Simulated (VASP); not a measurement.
Crystal: BeS.

```
Be S
1.0
     0.00000    2.42500    2.42500
     2.42500    0.00000    2.42500
     2.42500    2.42500    0.00000
Be S
1 1
Direct
  0.00000 0.00000 0.00000
  0.75000 0.75000 0.75000
```

Base run:

```yaml
Program: VASP 6.6.1
Functional: r2SCAN
Potentials_or_basis: VASP PAW PBE potentials, release 64 (Be, S)
Cutoff: 660 eV
k_mesh: 9 × 9 × 9
Occupations: fermi-dirac, width 0.02 eV
Spin: no spin polarisation
```

Its results: band gap on the k mesh 3.67 eV, indirect (least direct gap 6.26 eV); pressure 1.5 GPa.

Task: The run is repeated on the same cell with these changes: functional from r2SCAN to PBE; cutoff from 660 eV to 520 eV. What comes out?

Result: Band gap on the k mesh 3.20 eV, indirect (least direct gap 5.67 eV); pressure 1.6 GPa.

r2SCAN gives the wider gap, since meta-GGAs in the generalised Kohn-Sham scheme recover part of the derivative discontinuity.

Caveats: the PAW data sets were made with another functional, which shifts forces and pressure a little (some runs).

A k mesh can miss the band edges.
